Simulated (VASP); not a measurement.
Runs of VASP 6.6.1 on Na2S. The structure is that of space group Fm-3m (No. 225), or close to it. The cells are those of the table. 

```tsv
task	cell	gap on the mesh (eV)	pressure (GPa)
single point	a = 4.516 Å, angles 60.0, 60.0, 90.0°, 3 atoms	3.32	1.9
single point	a = 4.364 Å, angles 60.0, 60.0, 90.0°, 3 atoms	(c)	6.8
single point	a = 4.206 Å, angles 60.0, 60.0, 90.0°, 3 atoms	4.22	(a)
relaxation of cell and atoms	relaxed to 2 GPa from a = 4.604 Å, angles 60.0, 60.0, 90.0°, 3 atoms	3.34	2.0
relaxation of cell and atoms	relaxed to -2 GPa from a = 4.604 Å, angles 60.0, 60.0, 90.0°, 3 atoms	2.87	-2.0
single point	a = 4.723 Å, angles 60.0, 60.0, 90.0°, 3 atoms	2.85	(b)
```

Alike in all rows: level r2SCAN; potentials or basis VASP PAW PBE potentials, release 64 (Na_pv, S); no spin polarisation; k mesh 6 × 6 × 6; cutoff (eV) 550; smearing gaussian 0.01 eV.

**Question.** Fill in the values left out.

**Answer.** (a) 15.0; (b) -2.1; (c) 3.73.

Caveats: the PAW data sets were made with another functional, which shifts forces and pressure a little; the cell stands under pressure (at least some runs); the cell is relaxed towards a set pressure, so the run minimises the enthalpy, not the energy (at least some runs).

A k mesh can miss the band edges.
